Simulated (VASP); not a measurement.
Input of a VASP 6.6.1 run:

The input INCAR:

```
PREC = Accurate
ENCUT = 520
EDIFF = 1E-7
ISMEAR = 0
SIGMA = 0.15
LREAL = F
LASPH = T
NELM = 100
ALGO = Normal
ISIF = 2
LWAVE = F
LCHARG = F
NBANDS = 10
```

Contents of KPOINTS:

```
regular mesh
0
Gamma
  8 8 8
```

The input POSCAR:

```
Na
1.0
    7.0233428623      0.0000000000      0.0000000000
    0.0000000000      7.0233428623      0.0000000000
    0.0000000000      0.0000000000      7.0233428623
Na
1
Direct
    0.0000000000      0.0000000000      0.0000000000
```

Potentials or basis: VASP PAW LDA potentials, release 64 (Na_pv).

Command:

```console
$ cat potpaw_LDA.64/Na_pv/POTCAR > POTCAR
$ mpirun -np 1 vasp_std > vasp.out
```

(1) Estimate the band gap on the k mesh.

(2) Estimate the pressure.

## Answers

(1) zero (an odd number of electrons rules out a gap without spin polarisation).

(2) -0.1 GPa.

Caveat: the atoms stand far beyond bonding distance.
